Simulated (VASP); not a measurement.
Wanted: the native input for a VASP 6.6.1 run.

```yaml
Task: single point
Functional: PBE
Potentials_or_basis: VASP PAW PBE potentials, release 64 (In_d, Se)
Cutoff: 520 eV
k_mesh: 6 × 6 × 1
Occupations: gaussian, width 0.1 eV
Spin: no spin polarisation
Dipole_correction: no
Further_INCAR_settings: ALGO = Normal; EDIFF = 1e-06; NBANDS = 48
```

The structure of InSe lies in POSCAR:

```
InSe
1.0
    4.0858551198     -0.0011343312      0.0063998468
   -2.0438763104      3.5378306429      0.0373486450
    0.0307027749      0.2117689433     18.6860314895
In Se
4 4
Direct
    0.3389220595      0.6772841909      0.1753651290
    0.6744963258      0.3429629183      0.6733570194
    0.3224426411      0.6530638939      0.3265628393
    0.6641423504      0.3266853299      0.8247149425
    0.3463793122      0.6845117585      0.6051299672
    0.6772344570      0.3522229719      0.1072066880
    0.3257468582      0.6516554940      0.8929483319
    0.6506359956      0.3116134424      0.3947150826
```

The input as run:

INCAR

```
PREC     = Accurate       # precision mode
ENCUT    = 520            # plane-wave cutoff, eV
EDIFF    = 1E-6           # SCF threshold, eV
ISMEAR   = 0              # smearing method
SIGMA    = 0.1            # smearing width, eV
LREAL    = False          # projectors in reciprocal space
LASPH    = True           # aspherical terms in the spheres
NELM     = 100            # most SCF steps
ALGO     = Normal         # electronic algorithm
ISIF     = 2              # what is computed and relaxed
LWAVE    = False          # write WAVECAR
LCHARG   = False          # write CHGCAR
GGA      = PE             # functional
NBANDS   = 48             # bands
```

KPOINTS

```
regular mesh
0
Gamma
  6 6 1
```

Potentials or basis: VASP PAW PBE potentials, release 64 (In_d, Se).

Run with:

```sh
$ cat potpaw_PBE.64/In_d/POTCAR potpaw_PBE.64/Se/POTCAR > POTCAR
$ mpirun -np 1 vasp_std > vasp.out
```

Results of the run:

* Pressure: 0.1 GPa
* Largest force: 0.024 eV/Å
* Band gap on the k mesh: 0.78 eV

Caveat: spin-orbit coupling is left out, which moves the levels of the heavy elements.

It took 3 min on 1 thread of AMD EPYC 9R14 (Zen 4), with other jobs on the host, peak memory 0.43 GiB.
